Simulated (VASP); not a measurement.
Input of a VASP 6.6.1 run:

Contents of INCAR:

```
SYSTEM = Si3N4
ALGO = Normal
EDIFF = 1E-7
ENCUT = 520
GGA = PE
ISIF = 2
ISMEAR = -1
LASPH = .TRUE.
LCHARG = .FALSE.
LREAL = .FALSE.
LWAVE = .FALSE.
NBANDS = 45
NELM = 60
PREC = Accurate
SIGMA = 0.02
```

KPOINTS

```
k-points
0
G
  6 6 8
  0 0 0
```

Contents of POSCAR:

```
Si3N4
1.0
    7.4535507747      0.0000000000      0.0000000000
   -3.7267753873      6.4549643193      0.0000000000
    0.0000000000      0.0000000000      2.8475335371
Si N
6 8
Direct
    0.2341908837      0.8279094737      0.7500000000
    0.4062814100      0.2341908837      0.2500000000
    0.8279094737      0.5937185900      0.2500000000
    0.1720905263      0.4062814100      0.7500000000
    0.5937185900      0.7658091163      0.7500000000
    0.7658091163      0.1720905263      0.2500000000
    0.3333333333      0.6666666667      0.7500000000
    0.6666666667      0.3333333333      0.2500000000
    0.9721564519      0.6705090459      0.7500000000
    0.3016474060      0.9721564519      0.2500000000
    0.6705090459      0.6983525940      0.2500000000
    0.3294909541      0.3016474060      0.7500000000
    0.0278435481      0.3294909541      0.2500000000
    0.6983525940      0.0278435481      0.7500000000
```

Potentials or basis: VASP PAW PBE potentials, release 64 (Si, N).

Command:

```sh
$ cat potpaw_PBE.64/Si/POTCAR potpaw_PBE.64/N/POTCAR > POTCAR
$ mpirun -np 1 vasp_std > vasp.out
```

Q: Estimate the largest force.

A: 0.056 eV/Å.

Q: What does it give for the pressure?

A: 22.7 GPa.

Q: Predict the band gap on the k mesh.

A: 4.57 eV (least direct gap 4.76 eV).

Forces in eV/Å, atoms in the order of the input:
```
Si   0.036  0.042  0.000
Si  -0.018  0.053  0.000
Si   0.055 -0.011  0.000
Si  -0.055  0.011  0.000
Si   0.018 -0.053  0.000
Si  -0.036 -0.042  0.000
N    0.000  0.000  0.000
N    0.000  0.000  0.000
N    0.035  0.031  0.000
N   -0.009  0.046  0.000
N    0.045 -0.015  0.000
N   -0.045  0.015  0.000
N   -0.035 -0.031  0.000
N    0.009 -0.046  0.000
```

Caveat: the cell differs from its parent crystal (strain -2.0%); the cell stands under pressure. A k mesh can miss the band edges.
